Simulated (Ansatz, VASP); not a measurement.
## Two plane-wave programs on ZnO

```
Zn O
1.0
     3.26769    0.00000    0.00000
    -1.63385    2.82991    0.00000
     0.00000    0.00000    5.26306
Zn O
2 2
Direct
  0.33333 0.66667 0.99765
  0.66667 0.33333 0.49765
  0.33333 0.66667 0.37735
  0.66667 0.33333 0.87735
```

Change from the starting cell: hydrostatic strain +1.0%.

Alike in both runs: task single point; functional PBE; k mesh 12 × 12 × 6; occupations fermi-dirac, width 0.02 eV; no spin polarisation.

|  | VASP | Ansatz |
| --- | --- | --- |
| version | VASP 6.6.1 | Ansatz 0.2.0 |
| potentials or method | VASP PAW PBE potentials, release 64 (Zn, O) | plane waves, PAW |
| plane-wave cutoff (eV) | 520 | 420 |
| valence electrons in the cell | 36 | 36 |

|  | VASP | Ansatz | Ansatz less VASP |
| --- | --- | --- | --- |
| gap on the k mesh at the Fermi level (eV) | 0.75 | 0.77 | +0.016 |
| pressure (GPa) | 2.6 | 1.7 | -0.92 |
| traceless stress, the component that is largest in VASP (GPa) | 0.12 | 0.13 | +0.011 |
